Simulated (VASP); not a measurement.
Here is a VASP 6.6.1 calculation.

The input INCAR:

```
SYSTEM = Al2Cu
ALGO = Fast
EDIFF = 1E-6
ENCUT = 520
GGA = PE
ISIF = 2
ISMEAR = 0
LASPH = .TRUE.
LCHARG = .FALSE.
LREAL = .FALSE.
LWAVE = .FALSE.
NBANDS = 26
NELM = 80
PREC = Accurate
SIGMA = 0.15
```

Contents of KPOINTS:

```
k-points
0
G
  12 12 12
  0 0 0
```

POSCAR

```
Al2Cu
1.0
   -3.0261888817      3.0261888817      2.3683689267
    3.0261888817     -3.0261888817      2.3683689267
    3.0261888817      3.0261888817     -2.3683689267
Al Cu
4 2
Direct
    0.1587211842      0.6587211842      0.8174423684
    0.6587211842      0.8412788158      0.5000000000
    0.8412788158      0.3412788158      0.1825576316
    0.3412788158      0.1587211842      0.5000000000
    0.7500000000      0.7500000000      0.0000000000
    0.2500000000      0.2500000000      0.0000000000
```

Potentials or basis: VASP PAW PBE potentials, release 64 (Al, Cu).

The run is started by

```console
$ cat potpaw_PBE.64/Al/POTCAR potpaw_PBE.64/Cu/POTCAR > POTCAR
$ mpirun -np 1 vasp_std > vasp.out
```

Q: Estimate the largest force.

A: 0.115 eV/Å.

Q: Predict the pressure.

A: 3.4 GPa.

Stress tensor (GPa, compression positive):
```
2.16 0.00 0.00
0.00 2.16 0.00
0.00 0.00 5.96
```

Caveat: the cell differs from its parent crystal (strain +0.000 along x and y, -0.030 along z); the cell stands under pressure.
